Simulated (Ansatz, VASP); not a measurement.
**Two plane-wave programs on MgSiC2**

```xyz
8
Lattice="0.0000 5.0482 0.0000 5.0482 0.0000 0.0000 2.5241 2.5241 -4.4539" Properties=species:S:1:pos:R:3 pbc="T T T"
C     3.8872    3.7862   -3.3405
C     1.2621    3.6852   -1.1135
C     6.2093    6.3103   -3.3405
C     3.7862    1.3630   -1.1135
Mg    2.5241    2.5241    0.0000
Mg    5.0482    2.5241   -2.2270
Si    0.0000    0.0000    0.0000
Si    2.5241    5.0482   -2.2270
```

Alike in both runs: task single point; functional PBE; k mesh 8 × 8 × 8; no spin polarisation.

```csv
,VASP,Ansatz
version,VASP 6.6.1,Ansatz 0.2.0
potentials or method,"VASP PAW PBE potentials, release 64 (C, Mg, Si), cutoff 520 eV",PAW plane waves
occupations,"fermi-dirac, width 0.1 eV",fermi-dirac
valence electrons in the cell,28,44
```

Ansatz gave:

* pressure (GPa): -8.5
* traceless stress, the component that is largest in VASP (GPa): 2.34
* rms of the force components (eV/Å): 1.897

What did VASP give for the same quantities?

Pressure (GPa): -8.3; traceless stress, the component that is largest in VASP (GPa): 2.32; rms of the force components (eV/Å): 1.904.

Atom by atom the forces differ by 0.006 eV/Å (rms over components). VASP's potentials hold 28 valence electrons a cell and Ansatz's 44, so a difference there can come from the potentials and not from the codes.
